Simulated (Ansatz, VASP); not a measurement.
## SnO3 in VASP and in Ansatz

```
Sn O
1.0
     1.64223   -9.04089    0.00000
     1.64223    9.04089    0.00000
     0.00000    0.00000    3.28430
Sn O
2 6
Direct
  0.17111 0.82889 0.75000
  0.82889 0.17111 0.25000
  0.28476 0.71524 0.75000
  0.71524 0.28476 0.25000
  0.59410 0.40590 0.75000
  0.40590 0.59410 0.25000
  0.09408 0.90592 0.25000
  0.90592 0.09408 0.75000
```

Alike in both runs: functional PBE; k mesh 6 × 6 × 6; occupations gaussian, width 0.1 eV; no spin polarisation.

Ansatz relaxed the structure, and its values are those at the end. VASP's run is a single point on that final structure, the one shown.

```csv
,VASP,Ansatz
version,VASP 6.6.1,Ansatz 0.2.0
potentials or method,"VASP PAW PBE potentials, release 64 (Sn_d, O), cutoff 520 eV","scalar-relativistic, plane waves, PAW"
valence electrons in the cell,64,64
```

VASP gave:

```
gap on the k mesh at the Fermi level (eV) : none
pressure (GPa)                            : 0.6
rms of the force components (eV/Å)        : 0.022
```

Task: Which values does Ansatz return?

Result: gap on the k mesh at the Fermi level (eV): none; pressure (GPa): 0.2; rms of the force components (eV/Å): 0.002.

A gap of «none» marks a metal or a gap that the smearing closes.
